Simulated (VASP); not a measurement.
# Pb in VASP: notebook

The runs below take Pb through single point, with PBE, LDA.

Program: VASP 6.6.1. These are calculated values, not measurements. Logs are shortened: lines on timing, memory, paths and dates and some standing lists are left out, and cuts for length are marked.

**1. The cell of the first run**

The cell holds a slab with vacuum, 4 atoms: a = 3.493 Å, b = 3.493 Å, c = 23.556 Å, α = 90.00°, β = 90.00°, γ = 120.00°.

**2. Single point, PBE**

INCAR reads:

```
ALGO = Normal
DIPOL = 0.5 0.5 0.500
EDIFF = 1E-6
ENCUT = 520
GGA = PE
IDIPOL = 3
ISIF = 2
ISMEAR = -1
LASPH = True
LCHARG = False
LDIPOL = True
LREAL = False
LWAVE = False
NBANDS = 36
NELM = 80
PREC = Accurate
SIGMA = 0.05
```

KPOINTS reads:

```
k-points
0
Gamma
  9 9 1
```

POSCAR reads:

```
Pb
1.0
    3.4928246563      0.0000000000      0.0000000000
   -1.7464123282      3.0248748834      0.0000000000
    0.0000000000      0.0000000000     23.5556381691
Pb
4
Direct
    0.6666666667      0.3333333333      0.3183951097
    0.3333333333      0.6666666667      0.4394650366
    0.0000000000      0.0000000000      0.5605349634
    0.6666666667      0.3333333333      0.6816048903
```

Potentials or basis: VASP PAW PBE potentials, release 64 (Pb_d).

The run is started by

```
> cat potpaw_PBE.64/Pb_d/POTCAR > POTCAR
> mpirun -np 1 vasp_std > vasp.out
```

OUTCAR:

```text
EDIFF = 1E-6
   ENCUT = 520
   GGA = PE
   ISIF = 2
   ISMEAR = -1
   LASPH = True
   LREAL = False
   NELM = 80
   PREC = Accurate

 ion  position               nearest neighbor table
   1  0.667  0.333  0.318-   2 3.49   2 3.49   2 3.49
   2  0.333  0.667  0.439-   3 3.49   3 3.49   3 3.49   1 3.49   1 3.49   1 3.49
   3  0.000  0.000  0.561-   2 3.49   2 3.49   2 3.49   4 3.49   4 3.49   4 3.49
   4  0.667  0.333  0.682-   3 3.49   3 3.49   3 3.49

  LATTYP: Found a hexagonal cell.
 ALAT       =     3.4928246563
 C/A-ratio  =     6.7440082131

  Lattice vectors:

 A1 = (   3.4928246563,   0.0000000000,   0.0000000000)
 A2 = (  -1.7464123282,   3.0248748834,   0.0000000000)
 A3 = (   0.0000000000,   0.0000000000,  23.5556381691)

Analysis of symmetry for initial positions (statically):
=====================================================================
 Subroutine PRICEL returns:
 Original cell was already a primitive cell.

 Routine SETGRP: Setting up the symmetry group for a
 hexagonal supercell.

 Subroutine GETGRP returns: Found 12 space group operations
 (whereof  6 operations were pure point group operations)
 out of a pool of 24 trial point group operations.

The static configuration has the point symmetry C_3v.
 The point group associated with its full space group is D_3d.

Analysis of symmetry for dynamics (positions and initial velocities):
=====================================================================
 Subroutine PRICEL returns:
 Original cell was already a primitive cell.

 Routine SETGRP: Setting up the symmetry group for a
 hexagonal supercell.

 Subroutine GETGRP returns: Found 12 space group operations
 (whereof  6 operations were pure point group operations)
 out of a pool of 24 trial point group operations.

The dynamic configuration has the point symmetry C_3v.
 The point group associated with its full space group is D_3d.

 Subroutine INISYM returns: Found 12 space group operations
 (whereof  6 operations are pure point group operations),
 and found     1 'primitive' translations

----------------------------------------------------------------------------------------

                                     Primitive cell

  volume of cell :     248.8737

  direct lattice vectors                    reciprocal lattice vectors
     3.492824656  0.000000000  0.000000000     0.286301231  0.165296093  0.000000000
    -1.746412328  3.024874883  0.000000000     0.000000000  0.330592186  0.000000000
     0.000000000  0.000000000 23.555638169     0.000000000  0.000000000  0.042452681

  length of vectors
     3.492824656  3.492824656 23.555638169     0.330592186  0.330592186  0.042452681

  position of ions in fractional coordinates (direct lattice)
     0.666666667  0.333333333  0.318395110
     0.333333333  0.666666667  0.439465037
     0.000000000  0.000000000  0.560534963
     0.666666667  0.333333333  0.681604890

  ion indices of the primitive-cell ions
   primitive index   ion index
                 1           1
                 2           2
                 3           3
                 4           4

----------------------------------------------------------------------------------------

 KPOINTS: k-points

Automatic generation of k-mesh.
 Grid dimensions read from file:
 generate k-points for:    9    9    1

 Generating k-lattice:

  Cartesian coordinates                     Fractional coordinates (reciprocal lattice)
     0.031811248  0.018366233  0.000000000     0.111111111 -0.000000000  0.000000000
     0.000000000  0.036732465  0.000000000     0.000000000  0.111111111  0.000000000
     0.000000000  0.000000000  0.042452681     0.000000000  0.000000000  1.000000000

  Length of vectors
     0.036732465  0.036732465  0.042452681

  Shift w.r.t. Gamma in fractional coordinates (k-lattice)
     0.000000000  0.000000000  0.000000000

 Subroutine IBZKPT returns following result:
 ===========================================

 Found     12 irreducible k-points:

 Following reciprocal coordinates:
            Coordinates               Weight
  0.000000  0.000000  0.000000      1.000000
  0.111111  0.000000  0.000000      6.000000
  0.222222  0.000000  0.000000      6.000000
  0.333333  0.000000  0.000000      6.000000
  0.444444  0.000000  0.000000      6.000000
  0.111111  0.111111  0.000000      6.000000
  0.222222  0.111111  0.000000     12.000000
  0.333333  0.111111  0.000000     12.000000
  0.444444  0.111111  0.000000      6.000000
  0.222222  0.222222  0.000000      6.000000
  0.333333  0.222222  0.000000     12.000000
  0.333333  0.333333  0.000000      2.000000
   k-points           NKPTS =     12   k-points in BZ     NKDIM =     12   number of bands    NBANDS=     36
   number of dos      NEDOS =    301   number of ions     NIONS =      4
   total plane-waves  NPLWV = 141120
   dimension x,y,z NGX =    28 NGY =   28 NGZ =  180
   dimension x,y,z NGXF=    56 NGYF=   56 NGZF=  360
   ions per type =               4
   NGX,Y,Z   is equivalent  to a cutoff of  13.33, 13.33, 12.70 a.u.
   NGXF,Y,Z  is equivalent  to a cutoff of  26.65, 26.65, 25.41 a.u.
 SYSTEM =  unknown system
   PREC   = accura    normal or accurate (medium, high low for compatibility)
   ISTART =      0    job   : 0-new  1-cont  2-samecut
   ICHARG =      2    charge: 1-file 2-atom 10-const
   ISPIN  =      1    spin polarized calculation?
   LNONCOLLINEAR =      F non collinear calculations
   LSORBIT =      F    spin-orbit coupling
   LASPH  =      T    aspherical Exc in radial PAW
   ENCUT  =  520.0 eV  38.22 Ry    6.18 a.u.   6.49  6.49 43.80*2*pi/ulx,y,z
   NELM   =     80;   NELMIN=  2; NELMDL= -5     # of ELM steps
   EDIFF  = 0.1E-05   stopping-criterion for ELM
   LREAL  =      F    real-space projection
   EDIFFG = 0.1E-04   stopping-criterion for IOM
   NSW    =      0    number of steps for IOM
   IBRION =     -1    ionic relax: 0-MD 1-quasi-New 2-CG
   NFREE  =      0    steps in history (QN), initial steepest desc. (CG)
   ISIF   =      2    stress and relaxation
   ISYM   =      2    0-nonsym 1-usesym 2-fastsym
   POTIM  = 0.5000    time-step for ionic-motion
   TEBEG  =    0.0;   TEEND  =   0.0 temperature during run
   PSTRESS=    0.0 pullay stress
   NELECT =      56.0000    total number of electrons
   NUPDOWN=      -1.0000    fix difference up-down
   EMIN   =  10.00;   EMAX   =-10.00  energy-range for DOS
   EFERMI =   0.00;   METHOD = LEGACY
   ISMEAR =    -1;   SIGMA  =   0.05  broadening in eV -4-tet -1-fermi 0-gaus
   EFERMI_NEDOS =   21; number of points for ismear=-14 and -15
   IALGO  =     38    algorithm
   IMIX   =      4    mixing-type and parameters
     AMIX     =   0.40;   BMIX     =  1.00
     AMIX_MAG =   1.60;   BMIX_MAG =  1.00
  volume/ion in A,a.u.               =      62.22       419.87
  Fermi-wavevector in a.u.,A,eV,Ry     =   0.995737  1.881669 13.490060  0.991491
  Thomas-Fermi vector in A             =   2.127777
   LORBIT       =      0    0 simple, 1 ext, 2 COOP (PROOUT), +10 PAW based schemes
   GGA     = PE    functional components
   LHFCALC =     F    Hartree Fock is set to
   AEXX    =    0.0000 exact exchange contribution
   IVDW    =     0    specifies the selected vdW correction
   LEPSILON=     F    determine dielectric tensor
   LRPA    =     F    only Hartree local field effects (RPA)
 non-spin polarized calculation
  energy-cutoff  :      520.00
  volume of cell :      248.87
 maximum number of plane-waves:      6771
 NGX is ok and might be reduce to    28
   NGX = 13   NGY = 13   NGZ = 87

 number of electron      56.0000000 magnetization

 dipolmoment           0.000000      0.000000      0.000000 electrons x Angstroem

 Free energy of the ion-electron system (eV)
  ---------------------------------------------------
  ext. energy  EPLUGINS =         0.00000000
  ---------------------------------------------------
  free energy    TOTEN  =       -13.92644625 eV

  energy without entropy =      -13.90885251  energy(sigma->0) =      -13.91764938

 E-fermi :   1.6591     XC(G=0):  -5.6002

 val. band max:        1.5939446102   @ k =   0.3333   0.2222   0.0000
 cond. band min:       1.7345032751   @ k =   0.3333   0.0000   0.0000
 fundamental gap:      0.1405586650
 Fermi energy:         1.6590788746

 k-point     1 :       0.0000    0.0000    0.0000
  band No.  band energies     occupation
      1     -15.4760      2.00000
      2     -15.4747      2.00000
      3     -15.4326      2.00000
      4     -15.4235      2.00000
      5     -15.4235      2.00000
      6     -15.4215      2.00000
[... 28 lines left out ...]
     35       7.9604      0.00000
     36       8.5668      0.00000

 k-point     2 :       0.1111    0.0000    0.0000
  band No.  band energies     occupation
      1     -15.4678      2.00000
      2     -15.4660      2.00000
      3     -15.4330      2.00000
      4     -15.4302      2.00000
      5     -15.4243      2.00000
      6     -15.4061      2.00000
[... 28 lines left out ...]
     35       6.9516      0.00000
     36       7.3194      0.00000

 k-point     3 :       0.2222    0.0000    0.0000
  band No.  band energies     occupation
      1     -15.4974      2.00000
      2     -15.4843      2.00000
      3     -15.4481      2.00000
      4     -15.4215      2.00000
      5     -15.4016      2.00000
      6     -15.3922      2.00000
[... 28 lines left out ...]
     35       6.2177      0.00000
     36       6.9755      0.00000
[... 274 lines left out ...]
 k-point    11 :       0.3333    0.2222    0.0000
  band No.  band energies     occupation
      1     -15.4917      2.00000
      2     -15.4508      2.00000
      3     -15.4347      2.00000
      4     -15.4317      2.00000
      5     -15.4149      2.00000
      6     -15.4111      2.00000
[... 28 lines left out ...]
     35       4.5366      0.00000
     36       5.6219      0.00000

 k-point    12 :       0.3333    0.3333    0.0000
  band No.  band energies     occupation
      1     -15.4607      2.00000
      2     -15.4607      2.00000
      3     -15.4539      2.00000
      4     -15.4116      2.00000
      5     -15.4116      2.00000
      6     -15.3679      2.00000
[... 28 lines left out ...]
     35       4.4260      0.00000
     36       4.6393      0.00000

------------------------ aborting loop because EDIFF is reached ----------------------------------------

 vacuum level on the upper side and lower side of the slab       (xc-potential included)        -0.195        -0.195

  FORCE on cell =-STRESS in cart. coord.  units (eV):
  Direction    XX          YY          ZZ          XY          YZ          ZX
  --------------------------------------------------------------------------------------
  -------------------------------------------------------------------------------------
  Total        0.5493798      0.5493798      0.2614891     -0.0000000      0.0000000      0.0000000
  in kB        3.5367485      3.5367485      1.6833914     -0.0000000      0.0000000      0.0000000
  external PRESSURE =       2.9189628 kB  Pullay stress =       0.0000000 kB

 VOLUME and BASIS-vectors are now :
 -----------------------------------------------------------------------------
  energy-cutoff  :      520.00
  volume of cell :      248.87
      direct lattice vectors                 reciprocal lattice vectors
     3.492824656  0.000000000  0.000000000     0.286301231  0.165296093  0.000000000
    -1.746412328  3.024874883  0.000000000     0.000000000  0.330592186  0.000000000
     0.000000000  0.000000000 23.555638169     0.000000000  0.000000000  0.042452681

 POSITION                                       TOTAL-FORCE (eV/Angst)
 -----------------------------------------------------------------------------------
      1.74641      1.00829      7.50000         0.000000      0.000000      0.064540
     -0.00000      2.01658     10.35188        -0.000000      0.000000     -0.306967
      0.00000      0.00000     13.20376         0.000000      0.000000      0.306967
      1.74641      1.00829     16.05564        -0.000000      0.000000     -0.064540
 -----------------------------------------------------------------------------------
    total drift:                               -0.000000      0.000000      0.000042

  FREE ENERGIE OF THE ION-ELECTRON SYSTEM (eV)
  ---------------------------------------------------
  free  energy   TOTEN  =       -13.9264462527 eV

  energy  without entropy=      -13.9088525130  energy(sigma->0) =      -13.91764938

 vacuum level on the upper side and lower side of the slab         5.264         5.264
```

It used 340 s of CPU time on 1 thread of AMD EPYC 7R13 Processor (Zen 3) (shared host).

Results:

- Free energy: -13.9264 eV
- Largest force: 0.307 eV/Å
- Band gap on the k mesh: zero (band 28 reaches 4.74 eV, above the bottom of band 29 at 0.21 eV)

Forces on the atoms (eV/Å):
```
Pb   0.000  0.000  0.065
Pb   0.000  0.000 -0.307
Pb   0.000  0.000  0.307
Pb   0.000  0.000 -0.065
```

Caveat: spin-orbit coupling is left out, which moves the levels of the heavy elements.

**3. Single point, PBE**

INCAR reads:

```
SYSTEM = Pb
PREC = Accurate ; ENCUT = 520
EDIFF = 1E-7 ; ISMEAR = -1
SIGMA = 0.05 ; LREAL = .False.
LASPH = .True. ; NELM = 100
ALGO = Normal ; ISIF = 2
LWAVE = .False. ; LCHARG = .True.
GGA = PE ; LELF = .True.
LVHAR = .True. ; NBANDS = 36
```

KPOINTS reads:

```
Automatic mesh
0
Gamma
  9 9 1
  0 0 0
```

POSCAR is that of step 2.

Potentials or basis: VASP PAW PBE potentials, release 64 (Pb_d).

The run is started by

```
> cat potpaw_PBE.64/Pb_d/POTCAR > POTCAR
> mpirun -np 1 vasp_std > vasp.out
```

Wall time 3 min (1 thread of Intel Xeon Platinum 8375C at 2.90GHz (Ice Lake), shared host); peak memory 0.38 GiB.

It converged, with:

```yaml
Free_energy: -13.9264 eV
Largest_force: 0.307 eV/Å
Band_gap_on_the_k_mesh: zero (band 28 reaches 4.74 eV, above the bottom of band 29 at 0.21 eV)
```

Forces in eV/Å, atoms in the order of the input:
```
Pb   0.000  0.000  0.065
Pb   0.000  0.000 -0.307
Pb   0.000  0.000  0.307
Pb   0.000  0.000 -0.065
```

Levels at points of the mesh, in eV from the Fermi level:
```
           k point  band 24  band 25  band 26  band 27  band 28  band 29  band 30  band 31  band 32  band 33
(0.00, 0.00, 0.00)    -8.68    -3.48    -1.55     0.89     2.96     3.46     4.76     4.90     5.80     5.80
```

Caveat: spin-orbit coupling is left out, which moves the levels of the heavy elements.

**4. Single point, PBE**

INCAR reads:

```
PREC     = Accurate       # precision mode
ENCUT    = 520            # plane-wave cutoff, eV
EDIFF    = 1E-7           # SCF threshold, eV
ISMEAR   = -1             # smearing method
SIGMA    = 0.05           # smearing width, eV
LREAL    = False          # projectors in reciprocal space
LASPH    = True           # aspherical terms in the spheres
NELM     = 100            # most SCF steps
ALGO     = Normal         # electronic algorithm
ISIF     = 2              # what is computed and relaxed
LWAVE    = False          # write WAVECAR
LCHARG   = True           # write CHGCAR
GGA      = PE             # functional
LELF     = True           # ELF
LVHAR    = True         
NBANDS   = 36             # bands
```

KPOINTS reads:

```
regular mesh
0
Gamma
  9 9 1
```

POSCAR is that of step 3.

The run is started by

```
> cat potpaw_PBE.64/Pb_d/POTCAR > POTCAR
> mpirun -np 1 vasp_std > vasp.out
```

Wall time 2.9 min (1 thread of Intel Xeon Platinum 8375C at 2.90GHz (Ice Lake), shared host); peak memory 0.38 GiB.

The run converged. Its results:

* Free energy: -13.9264 eV
* Largest force: 0.307 eV/Å
* Band gap on the k mesh: zero (band 28 reaches 4.74 eV, above the bottom of band 29 at 0.21 eV)

Forces in eV/Å, atoms in the order of the input:
```
Pb   0.000  0.000  0.065
Pb   0.000  0.000 -0.307
Pb   0.000  0.000  0.307
Pb   0.000  0.000 -0.065
```

Levels at points of the mesh, in eV from the Fermi level:
```
           k point  band 24  band 25  band 26  band 27  band 28  band 29  band 30  band 31  band 32  band 33
(0.00, 0.00, 0.00)    -8.68    -3.48    -1.55     0.89     2.96     3.46     4.76     4.90     5.80     5.80
```

Caveat: spin-orbit coupling is left out, which moves the levels of the heavy elements.

**5. Single point, LDA**

INCAR: that of step 4 with these lines changed.

```diff
@@ -11,6 +11,4 @@
 LWAVE    = False          # write WAVECAR
-LCHARG   = True           # write CHGCAR
-GGA      = PE             # functional
-LELF     = True           # ELF
-LVHAR    = True         
+LCHARG   = False          # write CHGCAR
+GGA      = CA             # functional
 NBANDS   = 36             # bands
```

KPOINTS reads:

```
Automatic mesh
0
Gamma
  9 9 1
```

POSCAR is that of step 4.

Potentials or basis: VASP PAW LDA potentials, release 64 (Pb_d).

The run is started by

```
> cat potpaw_LDA.64/Pb_d/POTCAR > POTCAR
> mpirun -np 1 vasp_std > vasp.out
```

It took 2.8 min on 1 thread of Intel Xeon Platinum 8375C at 2.90GHz (Ice Lake), shared host; peak memory 0.31 GiB.

The run converged. Its results:

```
Free energy            : -16.4458 eV
Largest force          : 0.348 eV/Å
Band gap on the k mesh : zero (band 28 reaches 4.55 eV, above the bottom of band 29 at -0.08 eV)
```

Forces on the atoms (eV/Å):
```
Pb   0.000  0.000  0.348
Pb   0.000  0.000 -0.298
Pb   0.000  0.000  0.298
Pb   0.000  0.000 -0.348
```

Levels at points of the mesh, in eV from the Fermi level:
```
           k point  band 25  band 26  band 27  band 28  band 29  band 30  band 31  band 32
(0.00, 0.00, 0.00)    -3.47    -1.55     0.90     3.09     3.77     4.97     5.14     5.74
```

Caveat: spin-orbit coupling is left out, which moves the levels of the heavy elements.

**6. Summary**

```csv
level,potentials or basis,dipole correction,gap on the mesh (eV),largest force (eV/Å)
PBE,"VASP PAW PBE potentials, release 64 (Pb_d)",yes,none,0.31
PBE,"VASP PAW PBE potentials, release 64 (Pb_d)",no,none,0.31
LDA,"VASP PAW LDA potentials, release 64 (Pb_d)",no,none,0.35
```

Alike in all rows: task single point; no spin polarisation; cell as given; k mesh 9 × 9 × 1; cutoff (eV) 520; smearing fermi-dirac 0.05 eV.

Caveats: spin-orbit coupling is left out, which moves the levels of the heavy elements.

Total energies depend on the potentials used, so only differences within one code and one set of settings carry meaning.
